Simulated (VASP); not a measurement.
# Te2Pt in VASP: single point with PBEsol

Aim: the single point of Te2Pt with PBEsol.

Program: VASP 6.6.1. These are calculated values, not measurements. Logs are shortened: lines on timing, memory, paths and dates and some standing lists are left out, and cuts for length are marked.

## Step 1: The cell of the first run

The cell holds a sheet with vacuum, 12 atoms: a = 4.026 Å, b = 4.026 Å, c = 60.606 Å, α = 90.00°, β = 90.00°, γ = 120.00°.

## Step 2: Single point, PBEsol

File INCAR:

```
PREC = Accurate
ENCUT = 400
EDIFF = 1E-6
ISMEAR = 0
SIGMA = 0.05
LREAL = F
LASPH = T
NELM = 120
ALGO = Normal
ISIF = 2
LWAVE = F
LCHARG = F
LDIPOL = T
IDIPOL = 3
DIPOL = 0.5 0.5 0.300
GGA = PS
NBANDS = 56
GGA_COMPAT = F
NELMDL = -8
```

File KPOINTS:

```
Automatic mesh
0
Gamma
  14 14 1
```

File POSCAR:

```
Te2Pt
1.0
    4.0260000000      0.0000000000      0.0000000000
   -2.0130000000      3.4866182756      0.0000000000
    0.0000000000      0.0000000000     60.6059999939
Te Pt
8 4
Direct
    0.6666666667      0.3333333333      0.1500919675
    0.3333333333      0.6666666667      0.1955292341
    0.6666666667      0.3333333333      0.2352535276
    0.3333333333      0.6666666667      0.2805445731
    0.6666666667      0.3333333333      0.3201055276
    0.3333333333      0.6666666667      0.3653965731
    0.6666666667      0.3333333333      0.4051208666
    0.3333333333      0.6666666667      0.4505581332
    0.0000000000      0.0000000000      0.1732009405
    0.0000000000      0.0000000000      0.2578659837
    0.0000000000      0.0000000000      0.3427841170
    0.0000000000      0.0000000000      0.4274491603
```

Potentials or basis: VASP PAW PBE potentials, release 64 (Te, Pt).

Launch:

```sh
$ cat potpaw_PBE.64/Te/POTCAR potpaw_PBE.64/Pt/POTCAR > POTCAR
$ mpirun -np 1 vasp_std > vasp.out
```

OUTCAR:

```text
PREC = Accurate
   ENCUT = 400
   EDIFF = 1E-6
   ISMEAR = 0
   LREAL = F
   LASPH = T
   NELM = 120
   ISIF = 2
   GGA = PS
   NELMDL = -8

 ion  position               nearest neighbor table
   1  0.667  0.333  0.150-   9 2.71   9 2.71   9 2.71   2 3.60   2 3.60   2 3.60
   2  0.333  0.667  0.196-   9 2.69   9 2.69   9 2.69   3 3.35   3 3.35   3 3.35   1 3.60   1 3.60
                             1 3.60
   3  0.667  0.333  0.235-  10 2.70  10 2.70  10 2.70   2 3.35   2 3.35   2 3.35   4 3.60   4 3.60
                             4 3.60
   4  0.333  0.667  0.281-  10 2.70  10 2.70  10 2.70   5 3.34   5 3.34   5 3.34   3 3.60   3 3.60
                             3 3.60
   5  0.667  0.333  0.320-  11 2.70  11 2.70  11 2.70   4 3.34   4 3.34   4 3.34   6 3.60   6 3.60
                             6 3.60
   6  0.333  0.667  0.365-  11 2.70  11 2.70  11 2.70   7 3.35   7 3.35   7 3.35   5 3.60   5 3.60
                             5 3.60
   7  0.667  0.333  0.405-  12 2.69  12 2.69  12 2.69   6 3.35   6 3.35   6 3.35   8 3.60   8 3.60
                             8 3.60
   8  0.333  0.667  0.451-  12 2.71  12 2.71  12 2.71   7 3.60   7 3.60   7 3.60
   9  0.000  0.000  0.173-   2 2.69   2 2.69   2 2.69   1 2.71   1 2.71   1 2.71
  10  0.000  0.000  0.258-   3 2.70   3 2.70   3 2.70   4 2.70   4 2.70   4 2.70
  11  0.000  0.000  0.343-   6 2.70   6 2.70   6 2.70   5 2.70   5 2.70   5 2.70
  12  0.000  0.000  0.427-   7 2.69   7 2.69   7 2.69   8 2.71   8 2.71   8 2.71

  LATTYP: Found a hexagonal cell.
 ALAT       =     4.0260000000
 C/A-ratio  =    15.0536512653

  Lattice vectors:

 A1 = (   4.0260000000,   0.0000000000,   0.0000000000)
 A2 = (  -2.0130000000,   3.4866182756,   0.0000000000)
 A3 = (   0.0000000000,   0.0000000000,  60.6059999939)

Analysis of symmetry for initial positions (statically):
=====================================================================
 Subroutine PRICEL returns:
 Original cell was already a primitive cell.

 Routine SETGRP: Setting up the symmetry group for a
 hexagonal supercell.

 Subroutine GETGRP returns: Found 12 space group operations
 (whereof  6 operations were pure point group operations)
 out of a pool of 24 trial point group operations.

The static configuration has the point symmetry C_3v.
 The point group associated with its full space group is D_3d.

Analysis of symmetry for dynamics (positions and initial velocities):
=====================================================================
 Subroutine PRICEL returns:
 Original cell was already a primitive cell.

 Routine SETGRP: Setting up the symmetry group for a
 hexagonal supercell.

 Subroutine GETGRP returns: Found 12 space group operations
 (whereof  6 operations were pure point group operations)
 out of a pool of 24 trial point group operations.

The dynamic configuration has the point symmetry C_3v.
 The point group associated with its full space group is D_3d.

 Subroutine INISYM returns: Found 12 space group operations
 (whereof  6 operations are pure point group operations),
 and found     1 'primitive' translations

----------------------------------------------------------------------------------------

                                     Primitive cell

  volume of cell :     850.7340

  direct lattice vectors                    reciprocal lattice vectors
     4.026000000  0.000000000  0.000000000     0.248385494  0.143405432  0.000000000
    -2.013000000  3.486618276  0.000000000     0.000000000  0.286810864  0.000000000
     0.000000000  0.000000000 60.605999994     0.000000000  0.000000000  0.016500017

  length of vectors
     4.026000000  4.026000000 60.605999994     0.286810864  0.286810864  0.016500017

  position of ions in fractional coordinates (direct lattice)
     0.666666667  0.333333333  0.150091968
     0.333333333  0.666666667  0.195529234
     0.666666667  0.333333333  0.235253528
     0.333333333  0.666666667  0.280544573
     0.666666667  0.333333333  0.320105528
     0.333333333  0.666666667  0.365396573
     0.666666667  0.333333333  0.405120867
     0.333333333  0.666666667  0.450558133
     0.000000000  0.000000000  0.173200941
     0.000000000  0.000000000  0.257865984
     0.000000000  0.000000000  0.342784117
     0.000000000  0.000000000  0.427449160

  ion indices of the primitive-cell ions
[... 30 lines left out ...]
     0.020486490  0.020486490  0.016500017

  Shift w.r.t. Gamma in fractional coordinates (k-lattice)
     0.000000000  0.000000000  0.000000000

 Subroutine IBZKPT returns following result:
 ===========================================

 Found     24 irreducible k-points:

 Following reciprocal coordinates:
            Coordinates               Weight
  0.000000  0.000000  0.000000      1.000000
  0.071429 -0.000000  0.000000      6.000000
  0.142857 -0.000000  0.000000      6.000000
  0.214286 -0.000000  0.000000      6.000000
  0.285714  0.000000  0.000000      6.000000
  0.357143  0.000000  0.000000      6.000000
[... 16 lines left out ...]
  0.285714  0.285714  0.000000      6.000000
  0.357143  0.285714  0.000000      6.000000
   k-points           NKPTS =     24   k-points in BZ     NKDIM =     24   number of bands    NBANDS=     56
   number of dos      NEDOS =    301   number of ions     NIONS =     12
   total plane-waves  NPLWV = 313600
   dimension x,y,z NGX =    28 NGY =   28 NGZ =  400
   dimension x,y,z NGXF=    56 NGYF=   56 NGZF=  800
   ions per type =               8   4
   NGX,Y,Z   is equivalent  to a cutoff of  11.56, 11.56, 10.97 a.u.
   NGXF,Y,Z  is equivalent  to a cutoff of  23.12, 23.12, 21.94 a.u.
 SYSTEM =  unknown system
   PREC   = accura    normal or accurate (medium, high low for compatibility)
   ISTART =      0    job   : 0-new  1-cont  2-samecut
   ICHARG =      2    charge: 1-file 2-atom 10-const
   ISPIN  =      1    spin polarized calculation?
   LNONCOLLINEAR =      F non collinear calculations
   LSORBIT =      F    spin-orbit coupling
   LASPH  =      T    aspherical Exc in radial PAW
   ENCUT  =  400.0 eV  29.40 Ry    5.42 a.u.   6.57  6.57 98.83*2*pi/ulx,y,z
   NELM   =    120;   NELMIN=  2; NELMDL= -8     # of ELM steps
   EDIFF  = 0.1E-05   stopping-criterion for ELM
   LREAL  =      F    real-space projection
   EDIFFG = 0.1E-04   stopping-criterion for IOM
   NSW    =      0    number of steps for IOM
   IBRION =     -1    ionic relax: 0-MD 1-quasi-New 2-CG
   NFREE  =      0    steps in history (QN), initial steepest desc. (CG)
   ISIF   =      2    stress and relaxation
   ISYM   =      2    0-nonsym 1-usesym 2-fastsym
   POTIM  = 0.5000    time-step for ionic-motion
   TEBEG  =    0.0;   TEEND  =   0.0 temperature during run
   PSTRESS=    0.0 pullay stress
   NELECT =      88.0000    total number of electrons
   NUPDOWN=      -1.0000    fix difference up-down
   EMIN   =  10.00;   EMAX   =-10.00  energy-range for DOS
   EFERMI =   0.00;   METHOD = LEGACY
   ISMEAR =     0;   SIGMA  =   0.05  broadening in eV -4-tet -1-fermi 0-gaus
   EFERMI_NEDOS =   21; number of points for ismear=-14 and -15
   IALGO  =     38    algorithm
   IMIX   =      4    mixing-type and parameters
     AMIX     =   0.40;   BMIX     =  1.00
     AMIX_MAG =   1.60;   BMIX_MAG =  1.00
  volume/ion in A,a.u.               =      70.89       478.42
  Fermi-wavevector in a.u.,A,eV,Ry     =   0.768489  1.452234  8.035270  0.590576
  Thomas-Fermi vector in A             =   1.869273
   LORBIT       =      0    0 simple, 1 ext, 2 COOP (PROOUT), +10 PAW based schemes
   GGA     = PS    functional components
   LHFCALC =     F    Hartree Fock is set to
   AEXX    =    0.0000 exact exchange contribution
   IVDW    =     0    specifies the selected vdW correction
   LEPSILON=     F    determine dielectric tensor
   LRPA    =     F    only Hartree local field effects (RPA)
 non-spin polarized calculation
 Gauss-broadening in eV      SIGMA  =   0.05
  energy-cutoff  :      400.00
  volume of cell :      850.73
 maximum number of plane-waves:     15689
 NGX is ok and might be reduce to    28
   NGX = 13   NGY = 13   NGZ =197

 dipolmoment           0.000000      0.000000     -0.000013 electrons x Angstroem

 number of electron      88.0000011 magnetization

 dipolmoment           0.000000      0.000000      0.000001 electrons x Angstroem

 Free energy of the ion-electron system (eV)
  ---------------------------------------------------
  ext. energy  EPLUGINS =         0.00000000
  ---------------------------------------------------
  free energy    TOTEN  =       -60.68389125 eV

  energy without entropy =      -60.67400545  energy(sigma->0) =      -60.67894835

 E-fermi :   0.0001     XC(G=0):  -3.9275

 val. band max:       -0.0042602317   @ k =   0.2857   0.0714   0.0000
 cond. band min:       0.0265753846   @ k =   0.2857   0.1429   0.0000
 fundamental gap:      0.0308356163
 Fermi energy:         0.0000511632

 k-point     1 :       0.0000    0.0000    0.0000
  band No.  band energies     occupation
      1     -14.0542      2.00000
      2     -13.8127      2.00000
      3     -13.4585      2.00000
      4     -13.1226      2.00000
      5     -12.2692      2.00000
      6     -11.6702      2.00000
[... 1405 lines left out ...]
     55       4.5493      0.00000
     56       5.3152      0.00000

------------------------ aborting loop because EDIFF is reached ----------------------------------------

 vacuum level on the upper side and lower side of the slab       (xc-potential included)        -0.005        -0.005

  FORCE on cell =-STRESS in cart. coord.  units (eV):
  Direction    XX          YY          ZZ          XY          YZ          ZX
  --------------------------------------------------------------------------------------
  -------------------------------------------------------------------------------------
  Total       -1.8496650     -1.8496650     -1.9783372      0.0000000      0.0000000      0.0000000
  in kB       -3.4834523     -3.4834523     -3.7257792      0.0000000      0.0000000      0.0000000
  external PRESSURE =      -3.5642279 kB  Pullay stress =       0.0000000 kB

 VOLUME and BASIS-vectors are now :
 -----------------------------------------------------------------------------
  energy-cutoff  :      400.00
  volume of cell :      850.73
      direct lattice vectors                 reciprocal lattice vectors
     4.026000000  0.000000000  0.000000000     0.248385494  0.143405432  0.000000000
    -2.013000000  3.486618276  0.000000000     0.000000000  0.286810864  0.000000000
     0.000000000  0.000000000 60.605999994     0.000000000  0.000000000  0.016500017

 POSITION                                       TOTAL-FORCE (eV/Angst)
 -----------------------------------------------------------------------------------
      2.01300      1.16221      9.09647        -0.000000     -0.000000      0.311463
     -0.00000      2.32441     11.85024         0.000000     -0.000000     -0.287608
      2.01300      1.16221     14.25778        -0.000000      0.000000      0.215245
     -0.00000      2.32441     17.00268         0.000000      0.000000     -0.225023
      2.01300      1.16221     19.40032         0.000000     -0.000000      0.225023
     -0.00000      2.32441     22.14522         0.000000     -0.000000     -0.215245
      2.01300      1.16221     24.55276        -0.000000      0.000000      0.287608
     -0.00000      2.32441     27.30653        -0.000000      0.000000     -0.311463
      0.00000      0.00000     10.49702         0.000000      0.000000     -0.081030
      0.00000      0.00000     15.62823        -0.000000      0.000000     -0.003834
      0.00000      0.00000     20.77477         0.000000     -0.000000      0.003834
      0.00000      0.00000     25.90598        -0.000000      0.000000      0.081030
 -----------------------------------------------------------------------------------
    total drift:                                0.000000     -0.000000      0.000040

  FREE ENERGIE OF THE ION-ELECTRON SYSTEM (eV)
  ---------------------------------------------------
  free  energy   TOTEN  =       -60.6838912487 eV

  energy  without entropy=      -60.6740054482  energy(sigma->0) =      -60.67894835

 vacuum level on the upper side and lower side of the slab         4.473         4.473
```

It took 37 min on 1 thread of Oxide Virtual Turin-like, shared host; peak memory 1 GiB.

What came out:

| Item | Value |
| --- | --- |
| Free energy | -60.6839 eV |
| Largest force | 0.311 eV/Å |
| Band gap on the k mesh | zero (bands 44 and 45 overlap by 1.13 eV) |

Forces in eV/Å, atoms in the order of the input:
```
Te   0.000  0.000  0.311
Te   0.000  0.000 -0.288
Te   0.000  0.000  0.215
Te   0.000  0.000 -0.225
Te   0.000  0.000  0.225
Te   0.000  0.000 -0.215
Te   0.000  0.000  0.288
Te   0.000  0.000 -0.311
Pt   0.000  0.000 -0.081
Pt   0.000  0.000 -0.004
Pt   0.000  0.000  0.004
Pt   0.000  0.000  0.081
```

Caveat: the PAW data sets were made with another functional, which shifts forces and pressure a little; spin-orbit coupling is left out, which moves the levels of the heavy elements.

The gap in the log of VASP goes by the Fermi energy; the results here count the filled bands.